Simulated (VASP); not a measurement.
Crystal: NaH6.

```xyz
7
Lattice="3.8345 0.0000 0.0000 0.0000 3.8345 0.0000 0.0000 0.0000 3.8345" Properties=species:S:1:pos:R:3 pbc="T T T"
Na    0.0000    0.0000    0.0000
H     0.4210    1.9173    1.9173
H     1.9173    0.4210    1.9173
H     3.4136    1.9173    1.9173
H     1.9173    3.4136    1.9173
H     1.9173    1.9173    0.4210
H     1.9173    1.9173    3.4136
```

The cell was built from a structure type or drawn by symmetry, and may not be a known phase.

* Program: VASP 6.6.1
* Task: relaxation of cell and atoms
* Functional: PBE
* Potentials or basis: VASP PAW PBE potentials, release 64 (Na_sv, H)
* Cutoff: 970 eV
* k mesh: 10 × 10 × 10
* Occupations: gaussian, width 0.1 eV
* Spin: no spin polarisation

At the start: pressure 0.1 GPa; volume 8.05 Å³/atom.

Q: How do energy, volume and symmetry change on relaxing?

A: Over 9 steps the energy falls by 2.8 meV/atom and the volume is 9.11 Å³/atom (+13.1 %); space group Pm-3m (No. 221, to 0.1 Å) before and after.

The path:
| step | energy change (eV) | largest force (eV/Å) | pressure (GPa) | volume (Å³) |
| --- | --- | --- | --- | --- |
| 1 | 0.0000 | 0.2303 | 0.07 | 56.38 |
| 2 | -0.0038 | 0.1312 | 1.23 | 56.41 |
| 3 | -0.0052 | 0.0021 | 0.82 | 56.40 |
| 4 | -0.0068 | 0.0030 | 0.76 | 56.72 |
| 5 | -0.0108 | 0.0063 | 0.62 | 57.68 |
| 6 | -0.0164 | 0.0175 | 0.37 | 59.63 |
| 7 | -0.0191 | 0.0583 | 0.10 | 63.68 |
| 8 | -0.0014 | 0.4379 | -1.36 | 64.74 |
| 9 | -0.0193 | 0.0032 | -0.06 | 63.78 |

Final structure:
```cif
data_structure
_symmetry_space_group_name_H-M 'P 1'
_symmetry_Int_Tables_number 1
_cell_length_a 3.9954
_cell_length_b 3.9954
_cell_length_c 3.9954
_cell_angle_alpha 90.000
_cell_angle_beta 90.000
_cell_angle_gamma 90.000
_cell_volume 63.78
loop_
_atom_site_label
_atom_site_type_symbol
_atom_site_fract_x
_atom_site_fract_y
_atom_site_fract_z
_atom_site_occupancy
Na1 Na 0.00000 0.00000 0.00000 1
H1 H 0.10206 0.50000 0.50000 1
H2 H 0.50000 0.10206 0.50000 1
H3 H 0.89794 0.50000 0.50000 1
H4 H 0.50000 0.89794 0.50000 1
H5 H 0.50000 0.50000 0.10206 1
H6 H 0.50000 0.50000 0.89794 1
```
